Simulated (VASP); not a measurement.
# C (Imma) in VASP: further runs, part 2 of 2

VASP 6.6.1.

### Step 3. Single point, r2SCAN (strain +0.0075 x Voigt [0, 0, 0, 1, 0, 0])

The input, POSCAR:

```
C
1.0
    0.0000000000      1.7868172391      1.7868172391
    1.7801417077      0.0066755314      1.7801417077
    1.7801417077      1.7801417077      0.0066755314
C
2
Direct
    0.5000000000      0.5000000000      0.5000000000
    0.7500000000      0.7500000000      0.7500000000
```

The input, INCAR.step1:

```
PREC = Accurate
ENCUT = 520
ISMEAR = 0
SIGMA = 0.05
LREAL = F
LASPH = T
NELM = 100
NBANDS = 11
GGA = PE
ALGO = Normal
EDIFF = 1E-4
LWAVE = T
LCHARG = F
```

The input, INCAR.step2:

```
PREC = Accurate
ENCUT = 520
EDIFF = 1E-7
ISMEAR = 0
SIGMA = 0.05
LREAL = F
LASPH = T
NELM = 100
ALGO = Normal
ISIF = 2
LWAVE = F
LCHARG = F
METAGGA = R2SCAN
LMIXTAU = T
NBANDS = 11
ISTART = 1
```

The input, KPOINTS:

```
Automatic mesh
0
Gamma
  12 12 12
```

Potentials or basis: VASP PAW PBE potentials, release 64 (C).

Started as:

```bash
cat potpaw_PBE.64/C/POTCAR > POTCAR
cp INCAR.step1 INCAR
mpirun -np 1 vasp_std > vasp.out
cp INCAR.step2 INCAR
mpirun -np 1 vasp_std > vasp.out
```

OUTCAR:

```text
PREC = Accurate
   ENCUT = 520
   EDIFF = 1E-7
   ISMEAR = 0
   LREAL = F
   LASPH = T
   NELM = 100
   ISIF = 2
   METAGGA = R2SCAN
   ISTART = 1

 ion  position               nearest neighbor table
   1  0.500  0.500  0.500-   2 1.54   2 1.54   2 1.55   2 1.55
   2  0.750  0.750  0.750-   1 1.54   1 1.54   1 1.55   1 1.55

  LATTYP: Found a body centered orthorhombic cell.
 ALAT       =     2.5080599189
 B/A-ratio  =     1.0075282309
 C/A-ratio  =     1.4195368255

  Lattice vectors:

 A1 = (  -1.7801417077,   1.7801417077,   0.0066755314)
 A2 = (  -1.7801417077,  -1.7801417077,  -0.0066755314)
 A3 = (   1.7801417077,   0.0066755314,   1.7801417077)

Analysis of symmetry for initial positions (statically):
=====================================================================
 Subroutine PRICEL returns:
 Original cell was already a primitive cell.

 Routine SETGRP: Setting up the symmetry group for a
 body centered orthorhombic supercell.

 Subroutine GETGRP returns: Found  8 space group operations
 (whereof  4 operations were pure point group operations)
 out of a pool of  8 trial point group operations.

The static configuration has the point symmetry C_2v.
 The point group associated with its full space group is D_2h.

Analysis of symmetry for dynamics (positions and initial velocities):
=====================================================================
 Subroutine PRICEL returns:
 Original cell was already a primitive cell.

 Routine SETGRP: Setting up the symmetry group for a
 body centered orthorhombic supercell.

 Subroutine GETGRP returns: Found  8 space group operations
 (whereof  4 operations were pure point group operations)
 out of a pool of  8 trial point group operations.

The dynamic configuration has the point symmetry C_2v.
 The point group associated with its full space group is D_2h.

 Subroutine INISYM returns: Found  8 space group operations
 (whereof  4 operations are pure point group operations),
 and found     1 'primitive' translations

----------------------------------------------------------------------------------------

                                     Primitive cell

  volume of cell :      11.2820

  direct lattice vectors                    reciprocal lattice vectors
     0.000000000  1.786817239  1.786817239    -0.280876516  0.279827164  0.279827164
     1.780141708  0.006675531  1.780141708     0.280876516 -0.281933767  0.281933767
     1.780141708  1.780141708  0.006675531     0.280876516  0.281933767 -0.281933767

  length of vectors
     2.526941173  2.517509397  2.517509397     0.485281465  0.487713969  0.487713969

  position of ions in fractional coordinates (direct lattice)
     0.500000000  0.500000000  0.500000000
     0.750000000  0.750000000  0.750000000

  ion indices of the primitive-cell ions
   primitive index   ion index
                 1           1
                 2           2

----------------------------------------------------------------------------------------

 KPOINTS: Automatic mesh

Automatic generation of k-mesh.
 Grid dimensions read from file:
 generate k-points for:   12   12   12

 Generating k-lattice:

  Cartesian coordinates                     Fractional coordinates (reciprocal lattice)
    -0.023406376  0.023318930  0.023318930     0.083333333  0.000000000  0.000000000
     0.023406376 -0.023494481  0.023494481     0.000000000  0.083333333  0.000000000
     0.023406376  0.023494481 -0.023494481     0.000000000  0.000000000  0.083333333

  Length of vectors
     0.040440122  0.040642831  0.040642831

  Shift w.r.t. Gamma in fractional coordinates (k-lattice)
     0.000000000  0.000000000  0.000000000

 Subroutine IBZKPT returns following result:
 ===========================================

 Found    280 irreducible k-points:

 Following reciprocal coordinates:
            Coordinates               Weight
  0.000000  0.000000  0.000000      1.000000
  0.083333  0.000000 -0.000000      4.000000
  0.166667  0.000000 -0.000000      4.000000
  0.250000  0.000000  0.000000      4.000000
  0.333333 -0.000000 -0.000000      4.000000
  0.416667 -0.000000 -0.000000      4.000000
[... 16 lines left out ...]
  0.250000  0.166667  0.000000      8.000000
  0.333333  0.166667 -0.000000      8.000000
 [... further k-points ...]
   k-points           NKPTS =    280   k-points in BZ     NKDIM =    280   number of bands    NBANDS=     11
   number of dos      NEDOS =    301   number of ions     NIONS =      2
   total plane-waves  NPLWV =   8000
   dimension x,y,z NGX =    20 NGY =   20 NGZ =   20
   dimension x,y,z NGXF=    40 NGYF=   40 NGZF=   40
   ions per type =               2
   NGX,Y,Z   is equivalent  to a cutoff of  13.16, 13.21, 13.21 a.u.
   NGXF,Y,Z  is equivalent  to a cutoff of  26.32, 26.41, 26.41 a.u.
 SYSTEM =  unknown system
   PREC   = accura    normal or accurate (medium, high low for compatibility)
   ISTART =      1    job   : 0-new  1-cont  2-samecut
   ICHARG =      0    charge: 1-file 2-atom 10-const
   ISPIN  =      1    spin polarized calculation?
   LNONCOLLINEAR =      F non collinear calculations
   LSORBIT =      F    spin-orbit coupling
   LASPH  =      T    aspherical Exc in radial PAW
   ENCUT  =  520.0 eV  38.22 Ry    6.18 a.u.   4.70  4.68  4.68*2*pi/ulx,y,z
   NELM   =    100;   NELMIN=  2; NELMDL=  0     # of ELM steps
   EDIFF  = 0.1E-06   stopping-criterion for ELM
   LREAL  =      F    real-space projection
   EDIFFG = 0.1E-05   stopping-criterion for IOM
   NSW    =      0    number of steps for IOM
   IBRION =     -1    ionic relax: 0-MD 1-quasi-New 2-CG
   NFREE  =      0    steps in history (QN), initial steepest desc. (CG)
   ISIF   =      2    stress and relaxation
   ISYM   =      2    0-nonsym 1-usesym 2-fastsym
   POTIM  = 0.5000    time-step for ionic-motion
   TEBEG  =    0.0;   TEEND  =   0.0 temperature during run
   PSTRESS=    0.0 pullay stress
   NELECT =       8.0000    total number of electrons
   NUPDOWN=      -1.0000    fix difference up-down
   EMIN   =  10.00;   EMAX   =-10.00  energy-range for DOS
   EFERMI =   0.00;   METHOD = LEGACY
   ISMEAR =     0;   SIGMA  =   0.05  broadening in eV -4-tet -1-fermi 0-gaus
   EFERMI_NEDOS =   21; number of points for ismear=-14 and -15
   IALGO  =     38    algorithm
   IMIX   =      4    mixing-type and parameters
     AMIX     =   0.40;   BMIX     =  1.00
     AMIX_MAG =   1.60;   BMIX_MAG =  1.00
  volume/ion in A,a.u.               =       5.64        38.07
  Fermi-wavevector in a.u.,A,eV,Ry     =   1.459852  2.758721 28.996316  2.131169
  Thomas-Fermi vector in A             =   2.576371
   LORBIT       =      0    0 simple, 1 ext, 2 COOP (PROOUT), +10 PAW based schemes
   METAGGA = R2SCAN    functional components
   LHFCALC =     F    Hartree Fock is set to
   AEXX    =    0.0000 exact exchange contribution
   IVDW    =     0    specifies the selected vdW correction
   LEPSILON=     F    determine dielectric tensor
   LRPA    =     F    only Hartree local field effects (RPA)
 non-spin polarized calculation
 Gauss-broadening in eV      SIGMA  =   0.05
  energy-cutoff  :      520.00
  volume of cell :       11.28
 maximum number of plane-waves:       314
   NGX =  9   NGY =  9   NGZ =  9

 number of electron       7.9999999 magnetization

 Free energy of the ion-electron system (eV)
  ---------------------------------------------------
  ext. energy  EPLUGINS =         0.00000000
  ---------------------------------------------------
  free energy    TOTEN  =       -19.65603501 eV

  energy without entropy =      -19.65603501  energy(sigma->0) =      -19.65603501

 E-fermi :  10.1698     XC(G=0): -14.2879

 val. band max:        9.7927520736   @ k =   0.0000   0.0000   0.0000
 cond. band min:      14.1434441422   @ k =   0.0000   0.3333   0.3333
 fundamental gap:      4.3506920685
 Fermi energy:        10.1697611656

 k-point     1 :       0.0000    0.0000    0.0000
  band No.  band energies     occupation
      1     -12.9790      2.00000
      2       9.7911      2.00000
      3       9.7923      2.00000
      4       9.7928      2.00000
      5      15.5256      0.00000
      6      15.6393      0.00000
      7      15.7605      0.00000
      8      23.7456      0.00000
      9      30.2621      0.00000
     10      37.2409      0.00000
     11      37.2426      0.00000
[... 309 lines left out ...]
 k-point    24 :       0.3333    0.1667   -0.0000
  band No.  band energies     occupation
      1     -10.0799      2.00000
      2       2.0700      2.00000
      3       5.7216      2.00000
      4       6.1103      2.00000
      5      16.1334      0.00000
      6      21.2399      0.00000
      7      21.3137      0.00000
      8      22.2547      0.00000
      9      31.8099      0.00000
     10      32.8438      0.00000
     11      38.0143      0.00000

 [... further k-points ...]
[... 5 lines left out ...]
  --------------------------------------------------------------------------------------
  -------------------------------------------------------------------------------------
  Total        0.0791005      0.0817127      0.0817127      0.0000000     -0.3130529      0.0000000
  in kB       11.2331632     11.6041287     11.6041287      0.0000000    -44.4570552      0.0000000
  external PRESSURE =      11.4804736 kB  Pullay stress =       0.0000000 kB

 VOLUME and BASIS-vectors are now :
 -----------------------------------------------------------------------------
  energy-cutoff  :      520.00
  volume of cell :       11.28
      direct lattice vectors                 reciprocal lattice vectors
     0.000000000  1.786817239  1.786817239    -0.280876516  0.279827164  0.279827164
     1.780141708  0.006675531  1.780141708     0.280876516 -0.281933767  0.281933767
     1.780141708  1.780141708  0.006675531     0.280876516  0.281933767 -0.281933767

 POSITION                                       TOTAL-FORCE (eV/Angst)
 -----------------------------------------------------------------------------------
      1.78014      1.78682      1.78682         0.019307      0.000000      0.000000
      2.67021      2.68023      2.68023        -0.019307     -0.000000     -0.000000
 -----------------------------------------------------------------------------------
    total drift:                                0.000000     -0.000000      0.000000

  FREE ENERGIE OF THE ION-ELECTRON SYSTEM (eV)
  ---------------------------------------------------
  free  energy   TOTEN  =       -19.6560350051 eV

  energy  without entropy=      -19.6560350051  energy(sigma->0) =      -19.65603501
```

OSZICAR.step1:

```text
N       E                     dE             d eps       ncg     rms          rms(c)
DAV:   1     0.895710058079E+00    0.89571E+00   -0.47726E+03  6547   0.697E+02
DAV:   2    -0.184855148245E+02   -0.19381E+02   -0.18847E+02  8043   0.128E+02
DAV:   3    -0.188317544444E+02   -0.34624E+00   -0.34553E+00  7190   0.131E+01
DAV:   4    -0.188322692731E+02   -0.51483E-03   -0.51482E-03  6585   0.643E-01
DAV:   5    -0.188322698648E+02   -0.59164E-06   -0.59137E-06  6990   0.202E-02    0.560E+00
DAV:   6    -0.183447552487E+02    0.48751E+00   -0.25451E-01  6289   0.356E+00    0.335E+00
DAV:   7    -0.181807097326E+02    0.16405E+00   -0.31130E-01  6661   0.398E+00    0.767E-01
DAV:   8    -0.181825432057E+02   -0.18335E-02   -0.87393E-03  6439   0.699E-01    0.438E-02
DAV:   9    -0.181825835342E+02   -0.40329E-04   -0.61329E-05  6906   0.634E-02
   1 F= -.18182584E+02 E0= -.18182584E+02  d E =-.966302E-18
```

Run time: 55 s. Hardware: 1 thread of Intel Xeon 6975P-C (Granite Rapids), shared host; peak memory 0.14 GiB.

What came out:

- Free energy: -19.6560 eV
- Pressure: 1.1 GPa
- Largest force: 0.019 eV/Å
- Band gap on the k mesh: 4.35 eV, indirect (least direct gap 5.73 eV)

Forces on the atoms (eV/Å):
```
C    0.019  0.000  0.000
C   -0.019  0.000  0.000
```

Stress tensor (GPa, compression positive):
```
 1.12  0.00  0.00
 0.00  1.16 -4.45
 0.00 -4.45  1.16
```

Caveat: the cell differs from its parent crystal (strain +0.0075 x Voigt [0, 0, 0, 1, 0, 0]); the PAW data sets were made with another functional, which shifts forces and pressure a little.
